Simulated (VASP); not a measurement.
# TiC in VASP: settings compared

Aim: see how the results for TiC move with the level of theory and the settings. Levels: PBEsol, PBE, PBE+D4, PBEsol+D3(BJ). Tasks: single point, relaxation of cell and atoms.

Everything below comes from runs of VASP 6.6.1. Logs are shortened: lines on timing, memory, paths and dates and some standing lists are left out, and cuts for length are marked.

### Step 1. The cell of the first run

Symmetry: I4/mmm, No. 139, tetragonal system. Conventional cell: a = 3.063 Å, b = 3.063 Å, c = 4.158 Å, α = 90.00°, β = 90.00°, γ = 90.00°. Within 2.8 Å of Ti (site symmetry 4/mmm) lie 6 C at 2.08 to 2.17 Å. Within 2.8 Å of C (site symmetry 4/mmm) lie 6 Ti at 2.08 to 2.17 Å.

### Step 2. Single point, PBEsol

INCAR

```
SYSTEM = TiC
  PREC = Accurate
  ENCUT = 520
  EDIFF = 1E-7
  ISMEAR = -1
  SIGMA = 0.05
  LREAL = .FALSE.
  LASPH = .TRUE.
  NELM = 100
  ALGO = Normal
  ISIF = 2
  LWAVE = .FALSE.
  LCHARG = .FALSE.
  GGA = PS
  NBANDS = 15
```

KPOINTS

```
regular mesh
0
G
  11 11 11
  0 0 0
```

POSCAR

```
TiC
1.0
    0.0000000000      2.1657188437      2.0790900900
    2.1657188437      0.0000000000      2.0790900900
    2.1657188437      2.1657188437      0.0000000000
Ti C
1 1
Direct
    0.0000000000      0.0000000000      0.0000000000
    0.5000000000      0.5000000000      0.5000000000
```

Potentials or basis: VASP PAW PBE potentials, release 64 (Ti_sv, C).

The run is started by

```console
> cat potpaw_PBE.64/Ti_sv/POTCAR potpaw_PBE.64/C/POTCAR > POTCAR
> mpirun -np 1 vasp_std > vasp.out
```

OUTCAR:

```text
SYSTEM = TiC
   PREC = Accurate
   ENCUT = 520
   EDIFF = 1E-7
   ISMEAR = -1
   LREAL = .FALSE.
   LASPH = .TRUE.
   NELM = 100
   ISIF = 2
   GGA = PS

 ion  position               nearest neighbor table
   1  0.000  0.000  0.000-   2 2.08   2 2.08   2 2.17   2 2.17   2 2.17   2 2.17
   2  0.500  0.500  0.500-   1 2.08   1 2.08   1 2.17   1 2.17   1 2.17   1 2.17

  LATTYP: Found a body centered tetragonal cell.
 ALAT       =     3.0627889610
 C/A-ratio  =     1.3576450199

  Lattice vectors:

 A1 = (   0.0000000000,  -2.1657188437,  -2.0790900900)
 A2 = (   0.0000000000,   2.1657188437,  -2.0790900900)
 A3 = (   2.1657188437,   0.0000000000,   2.0790900900)

Analysis of symmetry for initial positions (statically):
=====================================================================
 Subroutine PRICEL returns:
 Original cell was already a primitive cell.

 Routine SETGRP: Setting up the symmetry group for a
 body centered tetragonal supercell.

 Subroutine GETGRP returns: Found 16 space group operations
 (whereof 16 operations were pure point group operations)
 out of a pool of 16 trial point group operations.

The static configuration has the point symmetry D_4h.

Analysis of symmetry for dynamics (positions and initial velocities):
=====================================================================
 Subroutine PRICEL returns:
 Original cell was already a primitive cell.

 Routine SETGRP: Setting up the symmetry group for a
 body centered tetragonal supercell.

 Subroutine GETGRP returns: Found 16 space group operations
 (whereof 16 operations were pure point group operations)
 out of a pool of 16 trial point group operations.

The dynamic configuration has the point symmetry D_4h.

 Subroutine INISYM returns: Found 16 space group operations
 (whereof 16 operations are pure point group operations),
 and found     1 'primitive' translations

----------------------------------------------------------------------------------------

                                     Primitive cell

  volume of cell :      19.5033

  direct lattice vectors                    reciprocal lattice vectors
     0.000000000  2.165718844  2.079090090    -0.230870227  0.230870227  0.240489819
     2.165718844  0.000000000  2.079090090     0.230870227 -0.230870227  0.240489819
     2.165718844  2.165718844  0.000000000     0.230870227  0.230870227 -0.240489819

  length of vectors
     3.002158176  3.002158176  3.062788961     0.405508910  0.405508910  0.405508910

  position of ions in fractional coordinates (direct lattice)
[... 8 lines left out ...]
----------------------------------------------------------------------------------------

 KPOINTS: regular mesh

Automatic generation of k-mesh.
 Grid dimensions read from file:
 generate k-points for:   11   11   11

 Generating k-lattice:

  Cartesian coordinates                     Fractional coordinates (reciprocal lattice)
    -0.020988202  0.020988202  0.021862711     0.090909091  0.000000000  0.000000000
     0.020988202 -0.020988202  0.021862711     0.000000000  0.090909091  0.000000000
     0.020988202  0.020988202 -0.021862711     0.000000000  0.000000000  0.090909091

  Length of vectors
     0.036864446  0.036864446  0.036864446

  Shift w.r.t. Gamma in fractional coordinates (k-lattice)
     0.000000000  0.000000000  0.000000000

 Subroutine IBZKPT returns following result:
 ===========================================

 Found    126 irreducible k-points:

 Following reciprocal coordinates:
            Coordinates               Weight
  0.000000  0.000000  0.000000      1.000000
  0.090909 -0.000000  0.000000      8.000000
  0.181818 -0.000000  0.000000      8.000000
  0.272727  0.000000  0.000000      8.000000
  0.363636 -0.000000  0.000000      8.000000
  0.454545 -0.000000  0.000000      8.000000
[... 16 lines left out ...]
 -0.272727  0.181818  0.000000      8.000000
 -0.181818  0.181818  0.000000      4.000000
 [... further k-points ...]
   k-points           NKPTS =    126   k-points in BZ     NKDIM =    126   number of bands    NBANDS=     15
   number of dos      NEDOS =    301   number of ions     NIONS =      2
   total plane-waves  NPLWV =  13824
   dimension x,y,z NGX =    24 NGY =   24 NGZ =   24
   dimension x,y,z NGXF=    48 NGYF=   48 NGZF=   48
   ions per type =               1   1
   NGX,Y,Z   is equivalent  to a cutoff of  13.29, 13.29, 13.03 a.u.
   NGXF,Y,Z  is equivalent  to a cutoff of  26.58, 26.58, 26.05 a.u.
 SYSTEM =  TiC
   PREC   = accura    normal or accurate (medium, high low for compatibility)
   ISTART =      0    job   : 0-new  1-cont  2-samecut
   ICHARG =      2    charge: 1-file 2-atom 10-const
   ISPIN  =      1    spin polarized calculation?
   LNONCOLLINEAR =      F non collinear calculations
   LSORBIT =      F    spin-orbit coupling
   LASPH  =      T    aspherical Exc in radial PAW
   ENCUT  =  520.0 eV  38.22 Ry    6.18 a.u.   5.58  5.58  5.69*2*pi/ulx,y,z
   NELM   =    100;   NELMIN=  2; NELMDL= -5     # of ELM steps
   EDIFF  = 0.1E-06   stopping-criterion for ELM
   LREAL  =      F    real-space projection
   EDIFFG = 0.1E-05   stopping-criterion for IOM
   NSW    =      0    number of steps for IOM
   IBRION =     -1    ionic relax: 0-MD 1-quasi-New 2-CG
   NFREE  =      0    steps in history (QN), initial steepest desc. (CG)
   ISIF   =      2    stress and relaxation
   ISYM   =      2    0-nonsym 1-usesym 2-fastsym
   POTIM  = 0.5000    time-step for ionic-motion
   TEBEG  =    0.0;   TEEND  =   0.0 temperature during run
   PSTRESS=    0.0 pullay stress
   NELECT =      16.0000    total number of electrons
   NUPDOWN=      -1.0000    fix difference up-down
   EMIN   =  10.00;   EMAX   =-10.00  energy-range for DOS
   EFERMI =   0.00;   METHOD = LEGACY
   ISMEAR =    -1;   SIGMA  =   0.05  broadening in eV -4-tet -1-fermi 0-gaus
   EFERMI_NEDOS =   21; number of points for ismear=-14 and -15
   IALGO  =     38    algorithm
   IMIX   =      4    mixing-type and parameters
     AMIX     =   0.40;   BMIX     =  1.00
     AMIX_MAG =   1.60;   BMIX_MAG =  1.00
  volume/ion in A,a.u.               =       9.75        65.81
  Fermi-wavevector in a.u.,A,eV,Ry     =   1.532542  2.896084 31.955793  2.348684
  Thomas-Fermi vector in A             =   2.639733
   LORBIT       =      0    0 simple, 1 ext, 2 COOP (PROOUT), +10 PAW based schemes
   GGA     = PS    functional components
   LHFCALC =     F    Hartree Fock is set to
   AEXX    =    0.0000 exact exchange contribution
   IVDW    =     0    specifies the selected vdW correction
   LEPSILON=     F    determine dielectric tensor
   LRPA    =     F    only Hartree local field effects (RPA)
 non-spin polarized calculation
  energy-cutoff  :      520.00
  volume of cell :       19.50
 maximum number of plane-waves:       539
   NGX = 11   NGY = 11   NGZ = 11

 number of electron      16.0000004 magnetization

 Free energy of the ion-electron system (eV)
  ---------------------------------------------------
  ext. energy  EPLUGINS =         0.00000000
  ---------------------------------------------------
  free energy    TOTEN  =       -19.76658669 eV

  energy without entropy =      -19.76416886  energy(sigma->0) =      -19.76537777

 E-fermi :   9.7933     XC(G=0): -13.0701

 val. band max:        9.7828839467   @ k =   0.0909   0.0909   0.0000
 cond. band min:       9.7970105448   @ k =   0.4545   0.3636   0.0000
 fundamental gap:      0.0141265982
 Fermi energy:         9.7932671888

 k-point     1 :       0.0000    0.0000    0.0000
  band No.  band energies     occupation
      1     -46.4163      2.00000
      2     -22.5345      2.00000
      3     -22.5345      2.00000
      4     -22.4940      2.00000
      5      -2.7700      2.00000
      6      10.3662      0.00002
      7      10.3662      0.00002
      8      10.6852      0.00000
      9      11.4436      0.00000
     10      11.4829      0.00000
     11      11.4829      0.00000
     12      11.6700      0.00000
     13      11.7177      0.00000
     14      20.9245      0.00000
     15      23.8971      0.00000

 k-point     2 :       0.0909   -0.0000    0.0000
  band No.  band energies     occupation
      1     -46.4092      2.00000
      2     -22.5745      2.00000
      3     -22.5404      2.00000
      4     -22.5059      2.00000
      5      -2.5720      2.00000
      6       9.6174      1.94238
      7       9.8247      0.69571
      8      10.0404      0.01417
      9      10.7768      0.00000
     10      10.9023      0.00000
     11      11.9640      0.00000
     12      12.9871      0.00000
     13      13.2635      0.00000
     14      21.2346      0.00000
     15      24.0054      0.00000

 k-point     3 :       0.1818   -0.0000    0.0000
  band No.  band energies     occupation
      1     -46.3900      2.00000
      2     -22.7001      2.00000
      3     -22.5563      2.00000
      4     -22.5179      2.00000
      5      -2.0049      2.00000
      6       8.1494      2.00000
      7       8.6721      2.00000
      8       8.8346      2.00000
      9      11.1609      0.00000
     10      11.2361      0.00000
     11      12.4273      0.00000
     12      14.5864      0.00000
     13      14.9352      0.00000
     14      21.6913      0.00000
     15      24.1183      0.00000
[... 343 lines left out ...]
 k-point    23 :      -0.2727    0.1818    0.0000
  band No.  band energies     occupation
      1     -46.3355      2.00000
      2     -22.9287      2.00000
      3     -22.6725      2.00000
      4     -22.5951      2.00000
      5      -0.2801      2.00000
      6       5.4867      2.00000
      7       7.1879      2.00000
      8       7.4189      2.00000
      9      11.8163      0.00000
     10      12.8875      0.00000
     11      13.6400      0.00000
     12      15.4803      0.00000
     13      17.7776      0.00000
     14      21.0631      0.00000
     15      24.0551      0.00000

 k-point    24 :      -0.1818    0.1818    0.0000
  band No.  band energies     occupation
      1     -46.3575      2.00000
      2     -22.8327      2.00000
      3     -22.6268      2.00000
      4     -22.5695      2.00000
      5      -1.0376      2.00000
      6       6.4830      2.00000
      7       7.5698      2.00000
      8       7.9422      2.00000
      9      11.2862      0.00000
     10      12.6331      0.00000
     11      13.4027      0.00000
     12      14.6618      0.00000
     13      17.0946      0.00000
     14      21.8436      0.00000
     15      23.9124      0.00000

 [... further k-points ...]
[... 5 lines left out ...]
  --------------------------------------------------------------------------------------
  -------------------------------------------------------------------------------------
  Total       -0.2035753     -0.2035753      2.2425544      0.0000000      0.0000000     -0.0000000
  in kB      -16.7235417    -16.7235417    184.2239633      0.0000000      0.0000000     -0.0000000
  external PRESSURE =      50.2589599 kB  Pullay stress =       0.0000000 kB

 VOLUME and BASIS-vectors are now :
 -----------------------------------------------------------------------------
  energy-cutoff  :      520.00
  volume of cell :       19.50
      direct lattice vectors                 reciprocal lattice vectors
     0.000000000  2.165718844  2.079090090    -0.230870227  0.230870227  0.240489819
     2.165718844  0.000000000  2.079090090     0.230870227 -0.230870227  0.240489819
     2.165718844  2.165718844  0.000000000     0.230870227  0.230870227 -0.240489819

 POSITION                                       TOTAL-FORCE (eV/Angst)
 -----------------------------------------------------------------------------------
      0.00000      0.00000      0.00000         0.000000     -0.000000     -0.000000
      2.16572      2.16572      2.07909        -0.000000      0.000000      0.000000
 -----------------------------------------------------------------------------------
    total drift:                                0.000000     -0.000000     -0.000000

  FREE ENERGIE OF THE ION-ELECTRON SYSTEM (eV)
  ---------------------------------------------------
  free  energy   TOTEN  =       -19.7665866876 eV

  energy  without entropy=      -19.7641688609  energy(sigma->0) =      -19.76537777
```

It took 27 s on 1 thread of Intel Xeon 6975P-C, shared host; peak memory 0.16 GiB.

Results:

```
Free energy            : -19.7666 eV
Pressure               : 5.0 GPa
Band gap on the k mesh : zero (band 8 reaches 10.69 eV, above the bottom of band 9 at 9.08 eV)
```

Stress tensor (GPa, compression positive):
```
-1.67  0.00  0.00
 0.00 -1.67  0.00
 0.00  0.00 18.42
```

Caveat: the PAW data sets were made with another functional, which shifts forces and pressure a little.

[end of part 1 of 3]
